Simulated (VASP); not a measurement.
# BN (Qingsongite) (R3m) in VASP: notebook

The runs below take BN (Qingsongite) through single point, with PBE.

Everything below comes from runs of VASP 6.6.1. Logs are shortened: lines on timing, memory, paths and dates and some standing lists are left out, and cuts for length are marked.

## (1) The cell of the first run

It takes space group R3m (No. 160, trigonal). The conventional cell has a = 2.560 Å, b = 2.560 Å, c = 6.240 Å, α = 90.00°, β = 90.00°, γ = 120.00°. B (site symmetry 3m) has 4 N at 1.56 to 1.57 Å within 2.1 Å. Within 2.1 Å of N (site symmetry 3m) lie 4 B at 1.56 to 1.57 Å.

## (2) Single point, PBE

Contents of INCAR:

```
SYSTEM = BN
PREC = Accurate
ENCUT = 600
EDIFF = 1E-6
ISMEAR = -1
SIGMA = 0.02
LREAL = .FALSE.
LASPH = .TRUE.
NELM = 120
ALGO = Normal
ISIF = 2
LWAVE = .FALSE.
LCHARG = .FALSE.
GGA = PE
NBANDS = 11
GGA_COMPAT = .FALSE.
```

Contents of KPOINTS:

```
Automatic mesh
0
G
  10 10 10
  0 0 0
```

Contents of POSCAR:

```
BN
1.0
   -0.0060250000      1.8044875000      1.8044875000
    1.8044875000     -0.0060250000      1.8044875000
    1.8044875000      1.8044875000     -0.0060250000
B N
1 1
Direct
    0.0000000000      0.0000000000      0.0000000000
    0.2500000000      0.2500000000      0.2500000000
```

Potentials or basis: VASP PAW PBE potentials, release 64 (B, N).

Started as:

```console
cat potpaw_PBE.64/B/POTCAR potpaw_PBE.64/N/POTCAR > POTCAR
mpirun -np 1 vasp_std > vasp.out
```

OUTCAR:

```text
SYSTEM = BN
   PREC = Accurate
   ENCUT = 600
   EDIFF = 1E-6
   ISMEAR = -1
   LREAL = .FALSE.
   LASPH = .TRUE.
   NELM = 120
   ISIF = 2
   GGA = PE

 ion  position               nearest neighbor table
   1  0.000  0.000  0.000-   2 1.56   2 1.57   2 1.57   2 1.57
   2  0.250  0.250  0.250-   1 1.56   1 1.57   1 1.57   1 1.57

  LATTYP: Found a trigonal (rhomboedric) cell.
 ALAT       =     2.5519378080
 COS(alpha) =     0.4966583334

  Lattice vectors:

 A1 = (  -0.0060250000,   1.8044875000,   1.8044875000)
 A2 = (   1.8044875000,  -0.0060250000,   1.8044875000)
 A3 = (   1.8044875000,   1.8044875000,  -0.0060250000)

Analysis of symmetry for initial positions (statically):
=====================================================================
 Subroutine PRICEL returns:
 Original cell was already a primitive cell.

 Routine SETGRP: Setting up the symmetry group for a
 trigonal (rhombohedral) supercell.

 Subroutine GETGRP returns: Found  6 space group operations
 (whereof  6 operations were pure point group operations)
 out of a pool of 12 trial point group operations.

The static configuration has the point symmetry C_3v.

Analysis of symmetry for dynamics (positions and initial velocities):
=====================================================================
 Subroutine PRICEL returns:
 Original cell was already a primitive cell.

 Routine SETGRP: Setting up the symmetry group for a
 trigonal (rhombohedral) supercell.

 Subroutine GETGRP returns: Found  6 space group operations
 (whereof  6 operations were pure point group operations)
 out of a pool of 12 trial point group operations.

The dynamic configuration has the point symmetry C_3v.

 Subroutine INISYM returns: Found  6 space group operations
 (whereof  6 operations are pure point group operations),
 and found     1 'primitive' translations

----------------------------------------------------------------------------------------

                                     Primitive cell

  volume of cell :      11.8103

  direct lattice vectors                    reciprocal lattice vectors
    -0.006025000  1.804487500  1.804487500    -0.275703084  0.276626712  0.276626712
     1.804487500 -0.006025000  1.804487500     0.276626712 -0.275703084  0.276626712
     1.804487500  1.804487500 -0.006025000     0.276626712  0.276626712 -0.275703084

  length of vectors
     2.551937808  2.551937808  2.551937808     0.478598857  0.478598857  0.478598857

  position of ions in fractional coordinates (direct lattice)
     0.000000000  0.000000000  0.000000000
     0.250000000  0.250000000  0.250000000

  ion indices of the primitive-cell ions
   primitive index   ion index
                 1           1
                 2           2

----------------------------------------------------------------------------------------

 KPOINTS: Automatic mesh

Automatic generation of k-mesh.
 Grid dimensions read from file:
 generate k-points for:   10   10   10

 Generating k-lattice:

  Cartesian coordinates                     Fractional coordinates (reciprocal lattice)
    -0.027570308  0.027662671  0.027662671     0.100000000  0.000000000  0.000000000
     0.027662671 -0.027570308  0.027662671     0.000000000  0.100000000  0.000000000
     0.027662671  0.027662671 -0.027570308     0.000000000  0.000000000  0.100000000

  Length of vectors
     0.047859886  0.047859886  0.047859886

  Shift w.r.t. Gamma in fractional coordinates (k-lattice)
     0.000000000  0.000000000  0.000000000

 Subroutine IBZKPT returns following result:
 ===========================================

 Found    116 irreducible k-points:

 Following reciprocal coordinates:
            Coordinates               Weight
  0.000000  0.000000  0.000000      1.000000
  0.100000 -0.000000 -0.000000      6.000000
  0.200000 -0.000000 -0.000000      6.000000
  0.300000 -0.000000 -0.000000      6.000000
  0.400000 -0.000000  0.000000      6.000000
  0.500000 -0.000000 -0.000000      3.000000
[... 16 lines left out ...]
  0.300000  0.300000 -0.000000      6.000000
  0.400000  0.300000 -0.000000     12.000000
 [... further k-points ...]
   k-points           NKPTS =    116   k-points in BZ     NKDIM =    116   number of bands    NBANDS=     11
   number of dos      NEDOS =    301   number of ions     NIONS =      2
   total plane-waves  NPLWV =   8000
   dimension x,y,z NGX =    20 NGY =   20 NGZ =   20
   dimension x,y,z NGXF=    40 NGYF=   40 NGZF=   40
   ions per type =               1   1
   NGX,Y,Z   is equivalent  to a cutoff of  13.03, 13.03, 13.03 a.u.
   NGXF,Y,Z  is equivalent  to a cutoff of  26.06, 26.06, 26.06 a.u.
 SYSTEM =  BN
   PREC   = accura    normal or accurate (medium, high low for compatibility)
   ISTART =      0    job   : 0-new  1-cont  2-samecut
   ICHARG =      2    charge: 1-file 2-atom 10-const
   ISPIN  =      1    spin polarized calculation?
   LNONCOLLINEAR =      F non collinear calculations
   LSORBIT =      F    spin-orbit coupling
   LASPH  =      T    aspherical Exc in radial PAW
   ENCUT  =  600.0 eV  44.10 Ry    6.64 a.u.   5.10  5.10  5.10*2*pi/ulx,y,z
   NELM   =    120;   NELMIN=  2; NELMDL= -5     # of ELM steps
   EDIFF  = 0.1E-05   stopping-criterion for ELM
   LREAL  =      F    real-space projection
   EDIFFG = 0.1E-04   stopping-criterion for IOM
   NSW    =      0    number of steps for IOM
   IBRION =     -1    ionic relax: 0-MD 1-quasi-New 2-CG
   NFREE  =      0    steps in history (QN), initial steepest desc. (CG)
   ISIF   =      2    stress and relaxation
   ISYM   =      2    0-nonsym 1-usesym 2-fastsym
   POTIM  = 0.5000    time-step for ionic-motion
   TEBEG  =    0.0;   TEEND  =   0.0 temperature during run
   PSTRESS=    0.0 pullay stress
   NELECT =       8.0000    total number of electrons
   NUPDOWN=      -1.0000    fix difference up-down
   EMIN   =  10.00;   EMAX   =-10.00  energy-range for DOS
   EFERMI =   0.00;   METHOD = LEGACY
   ISMEAR =    -1;   SIGMA  =   0.02  broadening in eV -4-tet -1-fermi 0-gaus
   EFERMI_NEDOS =   21; number of points for ismear=-14 and -15
   IALGO  =     38    algorithm
   IMIX   =      4    mixing-type and parameters
     AMIX     =   0.40;   BMIX     =  1.00
     AMIX_MAG =   1.60;   BMIX_MAG =  1.00
  volume/ion in A,a.u.               =       5.91        39.85
  Fermi-wavevector in a.u.,A,eV,Ry     =   1.437753  2.716960 28.125076  2.067135
  Thomas-Fermi vector in A             =   2.556796
   LORBIT       =      0    0 simple, 1 ext, 2 COOP (PROOUT), +10 PAW based schemes
   GGA     = PE    functional components
   LHFCALC =     F    Hartree Fock is set to
   AEXX    =    0.0000 exact exchange contribution
   IVDW    =     0    specifies the selected vdW correction
   LEPSILON=     F    determine dielectric tensor
   LRPA    =     F    only Hartree local field effects (RPA)
 non-spin polarized calculation
  energy-cutoff  :      600.00
  volume of cell :       11.81
 maximum number of plane-waves:       401
   NGX = 11   NGY = 11   NGZ = 11

 number of electron       7.9999999 magnetization

 Free energy of the ion-electron system (eV)
  ---------------------------------------------------
  ext. energy  EPLUGINS =         0.00000000
  ---------------------------------------------------
  free energy    TOTEN  =       -17.45284784 eV

  energy without entropy =      -17.45284784  energy(sigma->0) =      -17.45284784

 E-fermi :   7.7945     XC(G=0): -12.8222

 val. band max:        7.4152262416   @ k =   0.0000   0.0000   0.0000
 cond. band min:      11.8614667484   @ k =   0.5000   0.5000  -0.0000
 fundamental gap:      4.4462405068
 Fermi energy:         7.7944546589

 k-point     1 :       0.0000    0.0000    0.0000
  band No.  band energies     occupation
      1     -12.8283      2.00000
      2       7.3964      2.00000
      3       7.3964      2.00000
      4       7.4152      2.00000
      5      16.1779      0.00000
      6      16.1779      0.00000
      7      16.3030      0.00000
      8      17.7627      0.00000
      9      32.1552      0.00000
     10      35.1699      0.00000
     11      35.1699      0.00000

 k-point     2 :       0.1000   -0.0000   -0.0000
  band No.  band energies     occupation
      1     -12.5858      2.00000
      2       6.1232      2.00000
      3       7.1456      2.00000
      4       7.1598      2.00000
      5      16.4774      0.00000
      6      16.5605      0.00000
      7      16.6933      0.00000
      8      18.5299      0.00000
      9      31.8638      0.00000
     10      32.5472      0.00000
     11      32.6203      0.00000

 k-point     3 :       0.2000   -0.0000   -0.0000
  band No.  band energies     occupation
      1     -11.8723      2.00000
      2       3.4037      2.00000
      3       6.5814      2.00000
      4       6.5893      2.00000
      5      16.8844      0.00000
      6      17.3545      0.00000
      7      17.4727      0.00000
      8      20.1819      0.00000
      9      31.0593      0.00000
     10      31.1195      0.00000
     11      31.2160      0.00000

 k-point     4 :       0.3000   -0.0000   -0.0000
  band No.  band energies     occupation
      1     -10.7452      2.00000
      2       0.4483      2.00000
      3       6.0102      2.00000
      4       6.0104      2.00000
      5      17.2377      0.00000
      6      17.9250      0.00000
      7      18.0331      0.00000
      8      21.5868      0.00000
      9      30.6831      0.00000
     10      31.2913      0.00000
     11      31.4427      0.00000
[... 239 lines left out ...]
 k-point    22 :      -0.2000    0.2000    0.0000
  band No.  band energies     occupation
      1     -10.3752      2.00000
      2       1.2420      2.00000
      3       3.1274      2.00000
      4       6.1135      2.00000
      5      17.9852      0.00000
      6      18.4063      0.00000
      7      18.9157      0.00000
      8      21.1160      0.00000
      9      28.7698      0.00000
     10      29.7425      0.00000
     11      34.1479      0.00000

 k-point    23 :       0.3000    0.3000   -0.0000
  band No.  band energies     occupation
      1     -10.0592      2.00000
      2       2.1799      2.00000
      3       3.7125      2.00000
      4       3.7667      2.00000
      5      13.5412      0.00000
      6      18.1893      0.00000
      7      22.1213      0.00000
      8      22.1446      0.00000
      9      26.1640      0.00000
     10      34.7805      0.00000
     11      39.2681      0.00000

 k-point    24 :       0.4000    0.3000   -0.0000
  band No.  band energies     occupation
      1      -9.0558      2.00000
      2       0.6178      2.00000
      3       2.8750      2.00000
      4       3.3582      2.00000
      5      13.5095      0.00000
      6      18.0281      0.00000
      7      22.8682      0.00000
      8      22.9946      0.00000
      9      27.1085      0.00000
     10      34.4913      0.00000
     11      39.2122      0.00000

 [... further k-points ...]

------------------------ aborting loop because EDIFF is reached ----------------------------------------

  FORCE on cell =-STRESS in cart. coord.  units (eV):
  Direction    XX          YY          ZZ          XY          YZ          ZX
  --------------------------------------------------------------------------------------
  -------------------------------------------------------------------------------------
  Total        0.2236833      0.2236833      0.2236833      0.1121562      0.1121562      0.1121562
  in kB       30.3447030     30.3447030     30.3447030     15.2150255     15.2150255     15.2150255
  external PRESSURE =      30.3447030 kB  Pullay stress =       0.0000000 kB

 VOLUME and BASIS-vectors are now :
 -----------------------------------------------------------------------------
  energy-cutoff  :      600.00
  volume of cell :       11.81
      direct lattice vectors                 reciprocal lattice vectors
    -0.006025000  1.804487500  1.804487500    -0.275703084  0.276626712  0.276626712
     1.804487500 -0.006025000  1.804487500     0.276626712 -0.275703084  0.276626712
     1.804487500  1.804487500 -0.006025000     0.276626712  0.276626712 -0.275703084

 POSITION                                       TOTAL-FORCE (eV/Angst)
 -----------------------------------------------------------------------------------
      0.00000      0.00000      0.00000        -0.007051     -0.007051     -0.007051
      0.90074      0.90074      0.90074         0.007051      0.007051      0.007051
 -----------------------------------------------------------------------------------
    total drift:                               -0.000007     -0.000007     -0.000007

  FREE ENERGIE OF THE ION-ELECTRON SYSTEM (eV)
  ---------------------------------------------------
  free  energy   TOTEN  =       -17.4528478420 eV

  energy  without entropy=      -17.4528478420  energy(sigma->0) =      -17.45284784
```

Wall time 11 s (1 thread of Intel Xeon 8259CL, shared host); peak memory 0.13 GiB.

What came out:

* Free energy: -17.4528 eV
* Pressure: 3.0 GPa
* Largest force: 0.012 eV/Å
* Band gap on the k mesh: 4.45 eV, indirect (least direct gap 8.76 eV)

Forces on the atoms (eV/Å):
```
B   -0.007 -0.007 -0.007
N    0.007  0.007  0.007
```

(Part 1 of 2 ends here.)
